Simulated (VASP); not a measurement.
Ge: relaxation of cell and atoms with PBEsol

Ge:

```xyz
2
Lattice="0.0000 2.7590 2.7590 2.7590 0.0000 2.7590 2.7590 2.7590 0.0000" Properties=species:S:1:pos:R:3 pbc="T T T"
Ge    2.7590    2.7590    2.7590
Ge    4.1385    4.1385    4.1385
```

| Item | Value |
| --- | --- |
| Program | VASP 6.6.1 |
| Task | relaxation of cell and atoms |
| Functional | PBEsol |
| Potentials or basis | VASP PAW PBE potentials, release 64 (Ge_d) |
| Cutoff | 600 eV |
| k mesh | 14 × 14 × 14 |
| Occupations | gaussian, width 0.01 eV |
| Spin | no spin polarisation |
| Target pressure | 18 GPa |
| Dipole correction | no |
| Further INCAR settings | ALGO = Normal; EDIFF = 1e-06; IBRION = 2; EDIFFG = -0.001; NSW = 80; ISIF = 3 |

```
Relaxed volume                                             : 19.18 Å³/atom
Relaxed cell                                               : a = 3.785 Å, b = 3.785 Å, c = 3.785 Å, α = 60.00°, β = 60.00°, γ = 60.00°
Space group after relaxing (to 0.1 Å)                      : Fd-3m (No. 227)
Energy change on relaxing (the run minimises the enthalpy) : +136.0 meV/atom
Ionic steps                                                : 4
Pressure after relaxing                                    : 18.0 GPa
Band gap on the k mesh                                     : 0.22 eV (least direct gap 1.59 eV)
```

Step by step:
| step | energy change (eV) | largest force (eV/Å) | pressure (GPa) | volume (Å³) |
| --- | --- | --- | --- | --- |
| 1 | 0.0000 | 0.0000 | 6.76 | 42.00 |
| 2 | 1.1115 | 0.0000 | 42.10 | 33.66 |
| 3 | 0.2643 | 0.0000 | 17.82 | 38.42 |
| 4 | 0.2720 | 0.0000 | 18.01 | 38.35 |

Final structure:
```
Ge
1.0
     0.00000    2.67668    2.67668
     2.67668    0.00000    2.67668
     2.67668    2.67668    0.00000
Ge
2
Cartesian
  2.6767 2.6767 2.6767
  4.0150 4.0150 4.0150
```

Levels at points of the mesh, in eV from the valence-band top:
```tsv
k point	band 10	band 11	band 12	band 13	band 14	band 15	band 16	band 17	band 18
(0.00, 0.00, 0.00)	-24.68	-14.19	0.00	0.00	0.00	1.59	2.58	2.58	2.58
(0.50, 0.00, 0.00)	-24.65	-11.64	-8.54	-1.69	-1.69	0.68	3.76	3.76	6.97
(0.50, 0.50, 0.00)	-24.62	-9.62	-9.62	-3.73	-3.73	0.40	0.40	10.93	10.93
```

Wall time 69 s on 1 thread of Intel(R) Xeon(R) 6975P-C (Granite Rapids), with other jobs on the host, peak memory 0.23 GiB.

Caveat: the cell is relaxed towards a set pressure, so the run minimises the enthalpy, not the energy; the PAW data sets were made with another functional, which shifts forces and pressure a little. A k mesh can miss the band edges.
